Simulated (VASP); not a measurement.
# GaN (rocksalt type) (Fm-3m) in VASP: further runs, part 2 of 2

VASP 6.6.1.

## Step 3: Relaxation of cell and atoms, PBE, target pressure 91 GPa, at which the enthalpy is minimised

Contents of INCAR:

```
  PREC = Accurate
  ENCUT = 600
  EDIFF = 1E-7
  ISMEAR = -1
  SIGMA = 0.1
  LREAL = F
  LASPH = T
  NELM = 100
  ALGO = Normal
  ISIF = 3
  LWAVE = F
  LCHARG = F
  GGA = PE
  IBRION = 2
  NSW = 32
  EDIFFG = -0.005
  PSTRESS = 910.0
```

Contents of KPOINTS:

```
Automatic mesh
0
Gamma
  17 17 17
```

Contents of POSCAR:

```
GaN
1.0
    0.0000000000      1.9651940417      1.9651940417
    1.9651940417      0.0000000000      1.9651940417
    1.9651940417      1.9651940417      0.0000000000
Ga N
1 1
Direct
    0.0000000000      0.0000000000      0.0000000000
    0.5000000000      0.5000000000      0.5000000000
```

Potentials or basis: VASP PAW PBE potentials, release 64 (Ga_d, N).

Run with:

```bash
> cat potpaw_PBE.64/Ga_d/POTCAR potpaw_PBE.64/N/POTCAR > POTCAR
> mpirun -np 1 vasp_std > vasp.out
```

Run time: 54 s. Hardware: 1 thread of Intel Xeon Platinum 8375C at 2.90GHz (Ice Lake), shared host; peak memory 0.18 GiB.

The run converged. Its results:

| Item | Value |
| --- | --- |
| Free energy | -10.2302 eV |
| Relaxed volume | 7.60 Å³/atom |
| Relaxed cell | a = 2.781 Å, b = 2.781 Å, c = 2.781 Å, α = 60.00°, β = 60.00°, γ = 60.00° |
| Space group after relaxing (to 0.05 Å) | Fm-3m (No. 225) |
| Energy change on relaxing (the enthalpy is what falls) | -8.7 meV/atom |
| Ionic steps | 3 |
| Pressure after relaxing | 91.0 GPa |
| Band gap on the k mesh | 2.15 eV, indirect (least direct gap 5.80 eV) |

Step by step:
```csv
step,energy change (eV),largest force (eV/Å),pressure (GPa),volume (Å³)
1,0.0000,0.0000,92.12,15.18
2,-0.0655,0.0000,87.70,15.30
3,-0.0173,0.0000,91.05,15.21
```

Final structure:
```
Ga N
1.0
     0.00000    1.96650    1.96650
     1.96650    0.00000    1.96650
     1.96650    1.96650    0.00000
Ga N
1 1
Direct
  0.00000 0.00000 0.00000
  0.50000 0.50000 0.50000
```

Levels at points of the mesh, in eV from the valence-band top:
```tsv
k point	band 5	band 6	band 7	band 8	band 9	band 10	band 11	band 12	band 13
(0.00, 0.00, 0.00)	-13.87	-13.87	-0.83	-0.83	-0.83	4.99	16.06	16.06	16.06
```

Caveat: the cell is relaxed towards a set pressure, so the enthalpy falls and the energy may rise. A k mesh can miss the band edges.

## Step 4: Single point, PBE

Contents of INCAR:

```
ALGO = Normal ; EDIFF = 1E-6
ENCUT = 520 ; GGA = PE
ISIF = 2 ; ISMEAR = -1
LASPH = True ; LCHARG = False
LREAL = False ; LWAVE = False
NBANDS = 16 ; NELM = 100
PREC = Accurate ; SIGMA = 0.1
```

Contents of KPOINTS:

```
k-points
0
Gamma
  17 17 17
```

POSCAR is that of step 3.

Run with:

```bash
> cat potpaw_PBE.64/Ga_d/POTCAR potpaw_PBE.64/N/POTCAR > POTCAR
> mpirun -np 1 vasp_std > vasp.out
```

Wall time 25 s (1 thread of Intel Xeon Platinum 8559C (Emerald Rapids), shared host); peak memory 0.16 GiB.

The run converged. Its results:

```yaml
Free_energy: -10.2113 eV
Pressure: 92.2 GPa
Band_gap_on_the_k_mesh: 2.17 eV, indirect (least direct gap 5.81 eV)
```

Levels at points of the mesh, in eV from the valence-band top:
| k point | band 7 | band 8 | band 9 | band 10 | band 11 | band 12 |
| --- | --- | --- | --- | --- | --- | --- |
| (0.00, 0.00, 0.00) | -0.84 | -0.84 | -0.84 | 5.02 | 16.07 | 16.07 |

## Step 5: Single point, PBE

Contents of INCAR:

```
SYSTEM = GaN
ALGO = Normal
EDIFF = 1E-6
ENCUT = 520
GGA = PE
ISIF = 2
ISMEAR = -1
LASPH = .True.
LCHARG = .True.
LELF = .True.
LREAL = .False.
LVHAR = .True.
LWAVE = .False.
NBANDS = 16
NELM = 100
PREC = Accurate
SIGMA = 0.1
```

Contents of KPOINTS:

```
k-points
0
Gamma
  17 17 17
  0 0 0
```

Contents of POSCAR:

```
GaN
1.0
    0.0000000000      1.9651460913      1.9651460913
    1.9651460913      0.0000000000      1.9651460913
    1.9651460913      1.9651460913      0.0000000000
Ga N
1 1
Direct
    0.0000000000      0.0000000000      0.0000000000
    0.5000000000      0.5000000000      0.5000000000
```

Potentials or basis: VASP PAW PBE potentials, release 64 (Ga_d, N).

Run with:

```bash
> cat potpaw_PBE.64/Ga_d/POTCAR potpaw_PBE.64/N/POTCAR > POTCAR
> mpirun -np 1 vasp_std > vasp.out
```

OUTCAR:

```text
SYSTEM = GaN
   EDIFF = 1E-6
   ENCUT = 520
   GGA = PE
   ISIF = 2
   ISMEAR = -1
   LASPH = .True.
   LREAL = .False.
   NELM = 100
   PREC = Accurate

 ion  position               nearest neighbor table
   1  0.000  0.000  0.000-   2 1.97   2 1.97   2 1.97   2 1.97   2 1.97   2 1.97
   2  0.500  0.500  0.500-   1 1.97   1 1.97   1 1.97   1 1.97   1 1.97   1 1.97

  LATTYP: Found a face centered cubic cell.
 ALAT       =     3.9302921826

  Lattice vectors:

 A1 = (   0.0000000000,   1.9651460913,   1.9651460913)
 A2 = (   1.9651460913,   0.0000000000,   1.9651460913)
[... 626 lines left out ...]
      5      -3.0082      2.00000
      6      -2.9079      2.00000
[... 8 lines left out ...]
     15      29.7383      0.00000
     16      30.7037      0.00000

 [... further k-points ...]
[... 5 lines left out ...]
  --------------------------------------------------------------------------------------
  -------------------------------------------------------------------------------------
  Total        8.7417784      8.7417784      8.7417784     -0.0000000     -0.0000000      0.0000000
  in kB      922.7750685    922.7750685    922.7750685     -0.0000000     -0.0000000      0.0000000
  external PRESSURE =     922.7750685 kB  Pullay stress =       0.0000000 kB

 VOLUME and BASIS-vectors are now :
 -----------------------------------------------------------------------------
  energy-cutoff  :      520.00
  volume of cell :       15.18
      direct lattice vectors                 reciprocal lattice vectors
     0.000000000  1.965146091  1.965146091    -0.254434010  0.254434010  0.254434010
     1.965146091  0.000000000  1.965146091     0.254434010 -0.254434010  0.254434010
     1.965146091  1.965146091  0.000000000     0.254434010  0.254434010 -0.254434010

 POSITION                                       TOTAL-FORCE (eV/Angst)
 -----------------------------------------------------------------------------------
      0.00000      0.00000      0.00000        -0.000000      0.000000     -0.000000
      1.96515      1.96515      1.96515         0.000000      0.000000      0.000000
 -----------------------------------------------------------------------------------
    total drift:                                0.000000     -0.000000     -0.000000

  FREE ENERGIE OF THE ION-ELECTRON SYSTEM (eV)
  ---------------------------------------------------
  free  energy   TOTEN  =       -10.2106657947 eV

  energy  without entropy=      -10.2106651420  energy(sigma->0) =      -10.21066547
```

stdout:

```text
POSCAR found type information on POSCAR GaN
 POSCAR found :  2 types and       2 ions
 scaLAPACK will be used
 LDA part: xc-table for (Slater+PW92), standard interpolation
 POSCAR, INCAR and KPOINTS ok, starting setup
 FFT: planning ... GRIDC
 FFT: planning ... GRID_SOFT
 FFT: planning ... GRID
 WAVECAR not read
 entering main loop
```

Wall time 31 s (1 thread of Intel Xeon Platinum 8559C (Emerald Rapids), shared host); peak memory 0.16 GiB.

What came out:

* Free energy: -10.2107 eV
* Pressure: 92.3 GPa
* Band gap on the k mesh: 2.17 eV, indirect (least direct gap 5.81 eV)

A k mesh can miss the band edges.

## Step 6: Overview

```tsv
task	cell	cutoff (eV)	gap on the mesh (eV)	pressure (GPa)
relaxation of cell and atoms	relaxed to 91 GPa from a = 2.778 Å, angles 60.0°, 2 atoms	600	2.15	91.0
relaxation of cell and atoms	relaxed to 91 GPa from a = 2.779 Å, angles 60.0°, 2 atoms	600	2.15	91.0
single point	a = 2.779 Å, angles 60.0°, 2 atoms	520	2.17	92.3
```

Alike in all rows: level PBE; potentials or basis VASP PAW PBE potentials, release 64 (Ga_d, N); no spin polarisation; k mesh 17 × 17 × 17; smearing fermi-dirac 0.1 eV.

Caveats: the cell is relaxed towards a set pressure, so the enthalpy falls and the energy may rise (some runs).

Total energies depend on the potentials used, so only differences within one code and one set of settings carry meaning.
